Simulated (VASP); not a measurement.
# Au (Pm-3m) in VASP: settings compared

Aim: see how the results for Au move with the level of theory and the settings. Levels: PBEsol-based screened hybrid, HF. Tasks: relaxation of cell and atoms.

Program: VASP 6.6.1. These are calculated values, not measurements. Logs are shortened: lines on timing, memory, paths and dates and some standing lists are left out, and cuts for length are marked.

## (1) The cell of the first run

The structure is cubic, space group Pm-3m (No. 221). The conventional cell has a = 2.748 Å, b = 2.748 Å, c = 2.748 Å, α = 90.00°, β = 90.00°, γ = 90.00°. Within 3.6 Å of Au (site symmetry m-3m) lie 6 Au at 2.75 Å.

## (2) Relaxation of cell and atoms, PBEsol-based screened hybrid

File POSCAR:

```
Au
1.0
    2.7484100000      0.0000000000      0.0000000000
    0.0000000000      2.7484100000      0.0000000000
    0.0000000000      0.0000000000      2.7484100000
Au
1
Direct
    0.5000000000      0.5000000000      0.5000000000
```

File INCAR.step1:

```
PREC     = Accurate       # precision mode
ENCUT    = 600            # plane-wave cutoff, eV
EDIFF    = 1E-5           # SCF threshold, eV
ISMEAR   = -1             # smearing method
SIGMA    = 0.05           # smearing width, eV
LREAL    = F              # projectors in reciprocal space
LASPH    = T              # aspherical terms in the spheres
NELM     = 80             # most SCF steps
ALGO     = Normal         # electronic algorithm
LWAVE    = T              # write WAVECAR
LCHARG   = F              # write CHGCAR
GGA      = PE             # functional
NBANDS   = 12             # bands
```

File INCAR.step2:

```
PREC     = Accurate       # precision mode
ENCUT    = 600            # plane-wave cutoff, eV
EDIFF    = 1E-6           # SCF threshold, eV
ISMEAR   = -1             # smearing method
SIGMA    = 0.05           # smearing width, eV
LREAL    = F              # projectors in reciprocal space
LASPH    = T              # aspherical terms in the spheres
NELM     = 80             # most SCF steps
ALGO     = Normal         # electronic algorithm
ISIF     = 3              # what is computed and relaxed
LWAVE    = F              # write WAVECAR
LCHARG   = F              # write CHGCAR
GGA      = PS             # functional
LHFCALC  = T              # exact exchange
AEXX     = 0.25           # exact-exchange fraction
HFSCREEN = 0.207          # screening, 1/A
PRECFOCK = Normal       
IBRION   = 2              # ionic algorithm
NSW      = 60             # ionic steps
EDIFFG   = -0.01          # ionic threshold
ISTART   = 1
```

File KPOINTS:

```
Automatic mesh
0
Gamma
  5 5 5
```

Potentials or basis: VASP PAW PBE potentials, release 64 (Au).

Run with:

```
$ cat potpaw_PBE.64/Au/POTCAR > POTCAR
$ cp INCAR.step1 INCAR
$ mpirun -np 1 vasp_std > vasp.out
$ cp INCAR.step2 INCAR
$ mpirun -np 1 vasp_std > vasp.out
```

OUTCAR:

```text
PREC = Accurate
   ENCUT = 600
   EDIFF = 1E-6
   ISMEAR = -1
   LREAL = F
   LASPH = T
   NELM = 80
   ISIF = 3
   GGA = PS
   LHFCALC = T
   AEXX = 0.25
   HFSCREEN = 0.207
   PRECFOCK = Normal
   IBRION = 2
   NSW = 60
   EDIFFG = -0.01
   ISTART = 1

 ion  position               nearest neighbor table
   1  0.500  0.500  0.500-

  LATTYP: Found a simple cubic cell.
 ALAT       =     2.7484100000

  Lattice vectors:

 A1 = (   2.7484100000,   0.0000000000,   0.0000000000)
 A2 = (   0.0000000000,   2.7484100000,   0.0000000000)
 A3 = (   0.0000000000,   0.0000000000,   2.7484100000)

Analysis of symmetry for initial positions (statically):
=====================================================================
 Subroutine PRICEL returns:
 Original cell was already a primitive cell.

 Routine SETGRP: Setting up the symmetry group for a
 simple cubic supercell.

 Subroutine GETGRP returns: Found 48 space group operations
[... 9 lines left out ...]

 Routine SETGRP: Setting up the symmetry group for a
 simple cubic supercell.

 Subroutine GETGRP returns: Found 48 space group operations
[... 11 lines left out ...]
                                     Primitive cell

  volume of cell :      20.7608

  direct lattice vectors                    reciprocal lattice vectors
     2.748410000  0.000000000  0.000000000     0.363846733  0.000000000  0.000000000
     0.000000000  2.748410000  0.000000000     0.000000000  0.363846733  0.000000000
     0.000000000  0.000000000  2.748410000     0.000000000  0.000000000  0.363846733

  length of vectors
     2.748410000  2.748410000  2.748410000     0.363846733  0.363846733  0.363846733

  position of ions in fractional coordinates (direct lattice)
     0.500000000  0.500000000  0.500000000

  ion indices of the primitive-cell ions
   primitive index   ion index
                 1           1

----------------------------------------------------------------------------------------

 KPOINTS: Automatic mesh

Automatic generation of k-mesh.
 Grid dimensions read from file:
 generate k-points for:    5    5    5

 Generating k-lattice:

  Cartesian coordinates                     Fractional coordinates (reciprocal lattice)
     0.072769347  0.000000000  0.000000000     0.200000000  0.000000000  0.000000000
[... 37 lines left out ...]
   ICHARG =      0    charge: 1-file 2-atom 10-const
   ISPIN  =      1    spin polarized calculation?
   LNONCOLLINEAR =      F non collinear calculations
   LSORBIT =      F    spin-orbit coupling
   LASPH  =      T    aspherical Exc in radial PAW
   ENCUT  =  600.0 eV  44.10 Ry    6.64 a.u.   5.49  5.49  5.49*2*pi/ulx,y,z
   NELM   =     80;   NELMIN=  2; NELMDL=  0     # of ELM steps
   EDIFF  = 0.1E-05   stopping-criterion for ELM
   LREAL  =      F    real-space projection
   EDIFFG = -.1E-01   stopping-criterion for IOM
   NSW    =     60    number of steps for IOM
   IBRION =      2    ionic relax: 0-MD 1-quasi-New 2-CG
   NFREE  =      1    steps in history (QN), initial steepest desc. (CG)
   ISIF   =      3    stress and relaxation
   ISYM   =      3    0-nonsym 1-usesym 2-fastsym
   POTIM  = 0.5000    time-step for ionic-motion
   TEBEG  =    0.0;   TEEND  =   0.0 temperature during run
   PSTRESS=    0.0 pullay stress
   NELECT =      11.0000    total number of electrons
   NUPDOWN=      -1.0000    fix difference up-down
   EMIN   =  10.00;   EMAX   =-10.00  energy-range for DOS
   EFERMI =   0.00;   METHOD = LEGACY
   ISMEAR =    -1;   SIGMA  =   0.05  broadening in eV -4-tet -1-fermi 0-gaus
   EFERMI_NEDOS =   21; number of points for ismear=-14 and -15
   IALGO  =     38    algorithm
   IMIX   =      1    mixing-type and parameters
     AMIX     =   0.40;   BMIX     =  1.00
     AMIX_MAG =   1.60;   BMIX_MAG =  1.00
  volume/ion in A,a.u.               =      20.76       140.10
  Fermi-wavevector in a.u.,A,eV,Ry     =   1.324720  2.503358 23.876646  1.754884
  Thomas-Fermi vector in A             =   2.454234
   LORBIT       =      0    0 simple, 1 ext, 2 COOP (PROOUT), +10 PAW based schemes
   GGA     = PS    functional components
   LHFCALC =     T    Hartree Fock is set to
   PRECFOCK=normal    Normal, Fast or Accurate (Low or Medium for compatibility)
   ENCUT4O =  -1.0   cutoff for four orbital integrals eV
   NKREDX  =     1    reduce k-point grid by
   NKREDY  =     1    reduce k-point grid by
   NKREDZ  =     1    reduce k-point grid by
   AEXX    =    0.2500 exact exchange contribution
   HFSCREEN=    0.2070 screening length (either q_TF or 0.3 A-1)
   HFSCREENC=   0.2070 screening length for correlation (either q_TF or 0.3 A-1)
   ENCUTFOCK=  -1.0 apply spherical cutoff to Coloumb kernel
   IVDW    =     0    specifies the selected vdW correction
   LEPSILON=     F    determine dielectric tensor
   LRPA    =     F    only Hartree local field effects (RPA)
 conjugate gradient relaxation of ions
 non-spin polarized calculation
  energy-cutoff  :      600.00
  volume of cell :       20.76
 maximum number of plane-waves:       739
 NGX is ok and might be reduce to    24
  NGX = 18; NGY = 18; NGZ = 18

--------------------------------------- Ionic step        1  -------------------------------------------

 number of electron      11.0000001 magnetization

 Free energy of the ion-electron system (eV)
  ---------------------------------------------------
  ext. energy  EPLUGINS =         0.00000000
  ---------------------------------------------------
  free energy    TOTEN  =        -3.42866303 eV

  energy without entropy =       -3.41832829  energy(sigma->0) =       -3.42349566

------------------------ aborting loop because EDIFF is reached ----------------------------------------

  FORCE on cell =-STRESS in cart. coord.  units (eV):
  Direction    XX          YY          ZZ          XY          YZ          ZX
  --------------------------------------------------------------------------------------
  -------------------------------------------------------------------------------------
  Total       -0.6932029     -0.6932029     -0.6932029      0.0000000      0.0000000     -0.0000000
  in kB      -53.4966240    -53.4966240    -53.4966240      0.0000000      0.0000000     -0.0000000
  external PRESSURE =     -53.4966240 kB  Pullay stress =       0.0000000 kB
[... 57 lines left out ...]
--------------------------------------- Ionic step        3  -------------------------------------------

 number of electron      11.0000001 magnetization

 Free energy of the ion-electron system (eV)
  ---------------------------------------------------
  ext. energy  EPLUGINS =         0.00000000
  ---------------------------------------------------
  free energy    TOTEN  =        -3.44583483 eV

  energy without entropy =       -3.43550010  energy(sigma->0) =       -3.44066746

 E-fermi :   6.5110     XC(G=0):  -9.7127

 val. band max:        5.5092285156   @ k =   0.4000   0.2000   0.0000
 cond. band min:       6.5716839491   @ k =   0.4000   0.2000   0.2000
 fundamental gap:      1.0624554334
 Fermi energy:         6.5110328176

 k-point     1 :       0.0000    0.0000    0.0000
  band No.  band energies     occupation
      1      -2.5313      2.00000
      2      -0.5792      2.00000
      3      -0.5792      2.00000
      4       4.1401      2.00000
      5       4.1401      2.00000
      6       4.1401      2.00000
      7      21.6671      0.00000
      8      21.6671      0.00000
      9      21.6671      0.00000
[... 134 lines left out ...]
  FREE ENERGIE OF THE ION-ELECTRON SYSTEM (eV)
  ---------------------------------------------------
  free  energy   TOTEN  =        -3.4458348310 eV

  energy  without entropy=       -3.4355000951  energy(sigma->0) =       -3.44066746

 reached required accuracy - stopping structural energy minimisation
```

OUTCAR.step1:

```text
PREC = Accurate
   ENCUT = 600
   EDIFF = 1E-5
   ISMEAR = -1
   LREAL = F
[... 348 lines left out ...]

 POSITION                                       TOTAL-FORCE (eV/Angst)
 -----------------------------------------------------------------------------------
      1.37420      1.37420      1.37420         0.000000      0.000000      0.000000
 -----------------------------------------------------------------------------------
    total drift:                                0.000000     -0.000000     -0.000000

  FREE ENERGIE OF THE ION-ELECTRON SYSTEM (eV)
  ---------------------------------------------------
  free  energy   TOTEN  =        -2.8688105854 eV

  energy  without entropy=       -2.8584757308  energy(sigma->0) =       -2.86364316
```

Run time: 11 min. Hardware: 1 thread of Intel Xeon Platinum 8375C at 2.90GHz (Ice Lake), shared host; peak memory 0.22 GiB.

What came out:

- Free energy: -3.4458 eV
- Relaxed volume: 19.79 Å³/atom
- Relaxed cell: a = 2.705 Å, b = 2.705 Å, c = 2.705 Å, α = 90.00°, β = 90.00°, γ = 90.00°
- Space group after relaxing (to 0.05 Å): Pm-3m (No. 221)
- Energy gained by relaxing: 17.2 meV/atom
- Ionic steps: 3
- Pressure after relaxing: -0.1 GPa

Step by step:
| step | energy change (eV) | largest force (eV/Å) | pressure (GPa) | volume (Å³) |
| --- | --- | --- | --- | --- |
| 1 | 0.0000 | 0.0000 | -5.35 | 20.76 |
| 2 | 0.0067 | 0.0000 | 7.88 | 18.75 |
| 3 | -0.0172 | 0.0000 | -0.08 | 19.79 |

Final structure:
```cif
data_structure
_symmetry_space_group_name_H-M 'P 1'
_symmetry_Int_Tables_number 1
_cell_length_a 2.7049
_cell_length_b 2.7049
_cell_length_c 2.7049
_cell_angle_alpha 90.000
_cell_angle_beta 90.000
_cell_angle_gamma 90.000
_cell_volume 19.79
loop_
_atom_site_label
_atom_site_type_symbol
_atom_site_fract_x
_atom_site_fract_y
_atom_site_fract_z
_atom_site_occupancy
Au1 Au 0.50000 0.50000 0.50000 1
```

Levels at points of the mesh, in eV from the Fermi level:
```
           k point  band 2  band 3  band 4  band 5  band 6  band 7  band 8  band 9
(0.00, 0.00, 0.00)   -7.09   -7.09   -2.37   -2.37   -2.37   15.16   15.16   15.16
```

Caveat: the k points lie up to 0.46 Å⁻¹ apart in the final cell; the PAW data sets were made with another functional, which shifts forces and pressure a little; spin-orbit coupling is left out, which moves the levels of the heavy elements.

## (3) Relaxation of cell and atoms, HF

POSCAR is that of step 2.

File INCAR.step1:

```
SYSTEM = Au
PREC = Accurate
ENCUT = 600
EDIFF = 1E-5
ISMEAR = -1
SIGMA = 0.05
LREAL = .False.
LASPH = .True.
NELM = 60
ALGO = Normal
LWAVE = .True.
LCHARG = .False.
GGA = PE
NBANDS = 12
```

File INCAR.step2:

```
SYSTEM = Au
PREC = Accurate
ENCUT = 600
EDIFF = 1E-6
ISMEAR = -1
SIGMA = 0.05
LREAL = .False.
LASPH = .True.
NELM = 60
ALGO = Normal
ISIF = 3
LWAVE = .False.
LCHARG = .False.
GGA = PE
LHFCALC = .True.
AEXX = 1.0
ALDAC = 0.0
AGGAC = 0.0
PRECFOCK = Normal
IBRION = 2
NSW = 60
EDIFFG = -0.01
ISTART = 1
```

File KPOINTS:

```
Automatic mesh
0
Gamma
  5 5 5
  0 0 0
```

Potentials or basis: VASP PAW PBE potentials, release 64 (Au).

Run with:

```
$ cat potpaw_PBE.64/Au/POTCAR > POTCAR
$ cp INCAR.step1 INCAR
$ mpirun -np 1 vasp_std > vasp.out
$ cp INCAR.step2 INCAR
$ mpirun -np 1 vasp_std > vasp.out
```

Run time: 12 min. Hardware: 1 thread of Intel Xeon Platinum 8375C at 2.90GHz (Ice Lake), shared host; peak memory 0.16 GiB.

The run converged. Its results:

```
Free energy                            : -3.3527 eV
Relaxed volume                         : 23.44 Å³/atom
Relaxed cell                           : a = 2.862 Å, b = 2.862 Å, c = 2.862 Å, α = 90.00°, β = 90.00°, γ = 90.00°
Space group after relaxing (to 0.05 Å) : Pm-3m (No. 221)
Energy gained by relaxing              : 74.2 meV/atom
Ionic steps                            : 3
Pressure after relaxing                : 0.1 GPa
```

The path:
```csv
step,energy change (eV),largest force (eV/Å),pressure (GPa),volume (Å³)
1,0.0000,0.0000,10.26,20.76
2,-0.0585,0.0000,-3.04,25.02
3,-0.0742,0.0000,0.06,23.44
```

Final structure:
```
Au
1.0
     2.86169    0.00000    0.00000
     0.00000    2.86169    0.00000
     0.00000    0.00000    2.86169
Au
1
Direct
  0.50000 0.50000 0.50000
```

Levels at points of the mesh, in eV from the Fermi level:
```csv
k point,band 4,band 5,band 6,band 7,band 8,band 9
"(0.00, 0.00, 0.00)",-8.16,-8.16,-8.16,17.72,17.72,17.72
```

Caveat: the k points lie up to 0.44 Å⁻¹ apart in the final cell; the PAW data sets were made with another functional, which shifts forces and pressure a little; spin-orbit coupling is left out, which moves the levels of the heavy elements.
